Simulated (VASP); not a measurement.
A run of VASP 6.6.1:

File INCAR:

```
PREC = Accurate
ENCUT = 520
EDIFF = 1E-6
ISMEAR = -1
SIGMA = 0.1
LREAL = False
LASPH = True
NELM = 60
ALGO = Normal
ISIF = 2
LWAVE = False
LCHARG = False
GGA = RP
NBANDS = 10
```

The input KPOINTS:

```
regular mesh
0
Gamma
  14 14 14
```

The input POSCAR:

```
Os
1.0
    2.5336692673      0.0000000000      0.0000000000
    0.0000000000      2.5336692673      0.0000000000
    0.0000000000      0.0000000000      2.5336692673
Os
1
Direct
    0.0000000000      0.0000000000      0.0000000000
```

Potentials or basis: VASP PAW PBE potentials, release 64 (Os).

Run with:

```sh
$ cat potpaw_PBE.64/Os/POTCAR > POTCAR
$ mpirun -np 1 vasp_std > vasp.out
```

Hardware: 1 thread of Intel Xeon 8259CL, on a shared host.

Question: How long does it take, and how much memory?

Answer: Wall time 22 s on 1 thread of Intel Xeon 8259CL, on a shared host, peak memory 0.14 GiB. Counts: scf iterations 11, k points 120.
